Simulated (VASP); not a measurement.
# B3N2 (R-3m) in VASP: relaxation of cell and atoms with PBE

Aim: the relaxation of cell and atoms of B3N2 with PBE.

Everything below comes from runs of VASP 6.6.1. Logs are shortened: lines on timing, memory, paths and dates and some standing lists are left out, and cuts for length are marked.

## (1) The cell of the first run

Symmetry: R-3m, No. 166, trigonal system. Conventional cell: a = 2.470 Å, b = 2.470 Å, c = 16.180 Å, α = 90.00°, β = 90.00°, γ = 120.00°. Within 2.3 Å of B (site symmetry -3m) lie 6 N at 1.76 Å. B (site symmetry 3m) has 3 N at 1.72 Å and 3 B at 2.00 Å within 2.3 Å. N (site symmetry 3m) has 6 B at 1.72 to 1.76 Å within 2.3 Å.

## (2) Relaxation of cell and atoms, PBE

INCAR reads:

```
SYSTEM = B3N2
  PREC = Accurate
  ENCUT = 600
  EDIFF = 1E-7
  ISMEAR = 0
  SIGMA = 0.1
  LREAL = .False.
  LASPH = .True.
  NELM = 100
  ALGO = Normal
  ISIF = 3
  LWAVE = .False.
  LCHARG = .False.
  GGA = PE
  IBRION = 2
  NSW = 100
  EDIFFG = -0.01
```

KPOINTS reads:

```
regular mesh
0
Gamma
  18 18 18
  0 0 0
```

POSCAR reads:

```
B3N2
1.0
    1.2349019568      0.7129709772      5.3931725754
   -1.2349019568      0.7129709772      5.3931725754
    0.0000000000     -1.4259419544      5.3931725754
B N
3 2
Direct
    0.0000000000      0.0000000000      0.0000000000
    0.2098327296      0.2098327296      0.2098327296
    0.7901672704      0.7901672704      0.7901672704
    0.3974272473      0.3974272473      0.3974272473
    0.6025727527      0.6025727527      0.6025727527
```

Potentials or basis: VASP PAW PBE potentials, release 64 (B, N).

Started as:

```
> cat potpaw_PBE.64/B/POTCAR potpaw_PBE.64/N/POTCAR > POTCAR
> mpirun -np 1 vasp_std > vasp.out
```

OUTCAR:

```text
SYSTEM = B3N2
   PREC = Accurate
   ENCUT = 600
   EDIFF = 1E-7
   ISMEAR = 0
   LREAL = .False.
   LASPH = .True.
   NELM = 100
   ISIF = 3
   GGA = PE
   IBRION = 2
   NSW = 100
   EDIFFG = -0.01

 ion  position               nearest neighbor table
   1  0.000  0.000  0.000-   5 1.76   5 1.76   4 1.76   4 1.76   5 1.76   4 1.76
   2  0.210  0.210  0.210-   5 1.72   5 1.72   5 1.72   3 2.00   3 2.00   3 2.00
   3  0.790  0.790  0.790-   4 1.72   4 1.72   4 1.72   2 2.00   2 2.00   2 2.00
   4  0.397  0.397  0.397-   3 1.72   3 1.72   3 1.72   1 1.76   1 1.76   1 1.76
   5  0.603  0.603  0.603-   2 1.72   2 1.72   2 1.72   1 1.76   1 1.76   1 1.76

  LATTYP: Found a trigonal (rhomboedric) cell.
 ALAT       =     5.5784962925
 COS(alpha) =     0.9019921966

  Lattice vectors:

 A1 = (   1.2349019568,   0.7129709772,   5.3931725754)
 A2 = (  -1.2349019568,   0.7129709772,   5.3931725754)
 A3 = (   0.0000000000,  -1.4259419544,   5.3931725754)

Analysis of symmetry for initial positions (statically):
=====================================================================
 Subroutine PRICEL returns:
 Original cell was already a primitive cell.

 Routine SETGRP: Setting up the symmetry group for a
 trigonal (rhombohedral) supercell.

 Subroutine GETGRP returns: Found 12 space group operations
 (whereof 12 operations were pure point group operations)
 out of a pool of 12 trial point group operations.

The static configuration has the point symmetry D_3d.

Analysis of symmetry for dynamics (positions and initial velocities):
=====================================================================
 Subroutine PRICEL returns:
 Original cell was already a primitive cell.

 Routine SETGRP: Setting up the symmetry group for a
 trigonal (rhombohedral) supercell.

 Subroutine GETGRP returns: Found 12 space group operations
 (whereof 12 operations were pure point group operations)
 out of a pool of 12 trial point group operations.

The dynamic configuration has the point symmetry D_3d.

 Subroutine INISYM returns: Found 12 space group operations
 (whereof 12 operations are pure point group operations),
 and found     1 'primitive' translations

----------------------------------------------------------------------------------------

                                     Primitive cell

  volume of cell :      28.4905

  direct lattice vectors                    reciprocal lattice vectors
     1.234901957  0.712970977  5.393172575     0.404890443  0.233763606  0.061806539
    -1.234901957  0.712970977  5.393172575    -0.404890443  0.233763606  0.061806539
     0.000000000 -1.425941954  5.393172575     0.000000000 -0.467527212  0.061806539

  length of vectors
     5.578496292  5.578496292  5.578496292     0.471594892  0.471594892  0.471594892

  position of ions in fractional coordinates (direct lattice)
     0.000000000  0.000000000  0.000000000
     0.209832730  0.209832730  0.209832730
     0.790167270  0.790167270  0.790167270
     0.397427247  0.397427247  0.397427247
     0.602572753  0.602572753  0.602572753

  ion indices of the primitive-cell ions
   primitive index   ion index
                 1           1
                 2           2
                 3           3
                 4           4
                 5           5

----------------------------------------------------------------------------------------

 KPOINTS: regular mesh

Automatic generation of k-mesh.
 Grid dimensions read from file:
[... 77 lines left out ...]
   NUPDOWN=      -1.0000    fix difference up-down
   EMIN   =  10.00;   EMAX   =-10.00  energy-range for DOS
   EFERMI =   0.00;   METHOD = LEGACY
   ISMEAR =     0;   SIGMA  =   0.10  broadening in eV -4-tet -1-fermi 0-gaus
   EFERMI_NEDOS =   21; number of points for ismear=-14 and -15
   IALGO  =     38    algorithm
   IMIX   =      4    mixing-type and parameters
     AMIX     =   0.40;   BMIX     =  1.00
     AMIX_MAG =   1.60;   BMIX_MAG =  1.00
  volume/ion in A,a.u.               =       5.70        38.45
  Fermi-wavevector in a.u.,A,eV,Ry     =   1.430296  2.702868 27.834091  2.045748
  Thomas-Fermi vector in A             =   2.550157
   LORBIT       =      0    0 simple, 1 ext, 2 COOP (PROOUT), +10 PAW based schemes
   GGA     = PE    functional components
   LHFCALC =     F    Hartree Fock is set to
   AEXX    =    0.0000 exact exchange contribution
   IVDW    =     0    specifies the selected vdW correction
   LEPSILON=     F    determine dielectric tensor
   LRPA    =     F    only Hartree local field effects (RPA)
 conjugate gradient relaxation of ions
 non-spin polarized calculation
 Gauss-broadening in eV      SIGMA  =   0.10
  energy-cutoff  :      600.00
  volume of cell :       28.49
 maximum number of plane-waves:       975
 NGX is ok and might be reduce to    48
   NGX = 23   NGY = 23   NGZ = 23

--------------------------------------- Ionic step        1  -------------------------------------------

 number of electron      19.0000001 magnetization

 Free energy of the ion-electron system (eV)
  ---------------------------------------------------
  ext. energy  EPLUGINS =         0.00000000
  ---------------------------------------------------
  free energy    TOTEN  =       -33.23264896 eV

  energy without entropy =      -33.22963867  energy(sigma->0) =      -33.23114381

------------------------ aborting loop because EDIFF is reached ----------------------------------------

  FORCE on cell =-STRESS in cart. coord.  units (eV):
  Direction    XX          YY          ZZ          XY          YZ          ZX
  --------------------------------------------------------------------------------------
  -------------------------------------------------------------------------------------
  Total       -0.0120973     -0.0120973     -0.0989669      0.0000000      0.0000000      0.0000000
  in kB       -0.6802965     -0.6802965     -5.5654544      0.0000000      0.0000000      0.0000000
  external PRESSURE =      -2.3086825 kB  Pullay stress =       0.0000000 kB

 VOLUME and BASIS-vectors are now :
 -----------------------------------------------------------------------------
  energy-cutoff  :      600.00
  volume of cell :       28.49
      direct lattice vectors                 reciprocal lattice vectors
     1.234901957  0.712970977  5.393172575     0.404890443  0.233763606  0.061806539
    -1.234901957  0.712970977  5.393172575    -0.404890443  0.233763606  0.061806539
     0.000000000 -1.425941954  5.393172575     0.000000000 -0.467527212  0.061806539

 POSITION                                       TOTAL-FORCE (eV/Angst)
 -----------------------------------------------------------------------------------
      0.00000      0.00000      0.00000        -0.000000      0.000000      0.000000
      0.00000      0.00000      3.39499         0.000000      0.000000     -0.030666
      0.00000      0.00000     12.78453         0.000000      0.000000      0.030666
      0.00000      0.00000      6.43018         0.000000     -0.000000     -0.014077
      0.00000      0.00000      9.74934         0.000000      0.000000      0.014077
 -----------------------------------------------------------------------------------
    total drift:                               -0.000000     -0.000000      0.000000

  FREE ENERGIE OF THE ION-ELECTRON SYSTEM (eV)
  ---------------------------------------------------
  free  energy   TOTEN  =       -33.2326489593 eV

  energy  without entropy=      -33.2296386705  energy(sigma->0) =      -33.23114381

--------------------------------------- Ionic step        2  -------------------------------------------

 number of electron      19.0000001 magnetization

 Free energy of the ion-electron system (eV)
  ---------------------------------------------------
  ext. energy  EPLUGINS =         0.00000000
  ---------------------------------------------------
  free energy    TOTEN  =       -33.23273504 eV

  energy without entropy =      -33.22976023  energy(sigma->0) =      -33.23124764

 E-fermi :  11.1174     XC(G=0): -13.3510

 val. band max:       11.1145277213   @ k =  -0.2778   0.1111   0.0000
 cond. band min:      11.1339897628   @ k =  -0.2778  -0.2778   0.2222
 fundamental gap:      0.0194620414
 Fermi energy:        11.1173606466

 k-point     1 :       0.0000    0.0000    0.0000
  band No.  band energies     occupation
      1     -12.4747      2.00000
      2      -9.8254      2.00000
      3      -4.2511      2.00000
      4       4.3837      2.00000
      5       4.6936      2.00000
      6       8.2878      2.00000
      7       8.2878      2.00000
      8       8.4622      2.00000
      9       8.4622      2.00000
     10      15.8237      0.00000
     11      15.8237      0.00000
     12      16.5992      0.00000
     13      16.5992      0.00000
[... 354 lines left out ...]
  band No.  band energies     occupation
      1     -10.8863      2.00000
      2      -8.3239      2.00000
      3      -2.6628      2.00000
      4       2.2330      2.00000
      5       3.7923      2.00000
      6       5.0680      2.00000
      7       5.7288      2.00000
      8       6.0228      2.00000
      9       7.1313      2.00000
     10      12.0733      0.00000
     11      14.6189      0.00000
     12      15.3920      0.00000
     13      16.3067      0.00000

 [... further k-points ...]
[... 5 lines left out ...]
  --------------------------------------------------------------------------------------
  -------------------------------------------------------------------------------------
  Total        0.0064599      0.0064599      0.0320552      0.0000000     -0.0000000      0.0000000
  in kB        0.3637059      0.3637059      1.8047870      0.0000000     -0.0000000      0.0000000
  external PRESSURE =       0.8440663 kB  Pullay stress =       0.0000000 kB

 VOLUME and BASIS-vectors are now :
 -----------------------------------------------------------------------------
  energy-cutoff  :      600.00
  volume of cell :       28.46
      direct lattice vectors                 reciprocal lattice vectors
     1.234757818  0.712887759  5.388022715     0.404937707  0.233790894  0.061865614
    -1.234757818  0.712887759  5.388022715    -0.404937707  0.233790894  0.061865614
     0.000000000 -1.425775517  5.388022715     0.000000000 -0.467581789  0.061865614

 POSITION                                       TOTAL-FORCE (eV/Angst)
 -----------------------------------------------------------------------------------
     -0.00000     -1.42578      5.38802         0.000000      0.000000     -0.000000
      0.00000      0.00000      3.39027         0.000000      0.000000     -0.000192
      0.00000      0.00000     12.77380         0.000000      0.000000      0.000192
      0.00000      0.00000      6.42336         0.000000      0.000000      0.004792
      0.00000      0.00000      9.74071         0.000000     -0.000000     -0.004792
 -----------------------------------------------------------------------------------
    total drift:                                0.000000      0.000000     -0.000000

  FREE ENERGIE OF THE ION-ELECTRON SYSTEM (eV)
  ---------------------------------------------------
  free  energy   TOTEN  =       -33.2327350367 eV

  energy  without entropy=      -33.2297602341  energy(sigma->0) =      -33.23124764

 reached required accuracy - stopping structural energy minimisation
```

Run time: 16 min. Hardware: 1 thread of AMD EPYC 9R45 (Zen 5), shared host; peak memory 0.48 GiB.

Results:

```yaml
Free_energy: -33.2327 eV
Relaxed_volume: 5.69 Å³/atom
Relaxed_cell: a = 5.573 Å, b = 5.573 Å, c = 5.573 Å, α = 25.60°, β = 25.60°, γ = 25.60°
Space_group_after_relaxing_to_0.1_Å: R-3m (No. 166)
Energy_gained_by_relaxing: 0.0 meV/atom
Ionic_steps: 2
Pressure_after_relaxing: 0.1 GPa
Largest_force_after_relaxing: 0.005 eV/Å
Band_gap_on_the_k_mesh: zero (an odd number of electrons rules out a gap without spin polarisation)
```

Forces in eV/Å, atoms in the order of the input:
```
B    0.000  0.000  0.000
B    0.000  0.000  0.000
B    0.000  0.000  0.000
N    0.000  0.000  0.005
N    0.000  0.000 -0.005
```

Final structure:
```
B N
1.0
     1.23476    0.71289    5.38802
    -1.23476    0.71289    5.38802
     0.00000   -1.42578    5.38802
B N
3 2
Direct
  0.00000 0.00000 0.00000
  0.20974 0.20974 0.20974
  0.79026 0.79026 0.79026
  0.39739 0.39739 0.39739
  0.60261 0.60261 0.60261
```

Levels at points of the mesh, in eV from the Fermi level:
```tsv
k point	band 7	band 8	band 9	band 10	band 11	band 12
(0.00, 0.00, 0.00)	-2.83	-2.66	-2.66	4.71	4.71	5.48
(0.50, 0.00, 0.00)	-6.51	-4.91	-4.04	-1.39	1.41	2.47
(0.50, 0.50, 0.00)	-6.79	-5.67	-4.28	-0.15	1.22	2.20
(0.50, 0.50, 0.50)	-2.74	-2.73	-2.73	3.85	3.85	6.16
```
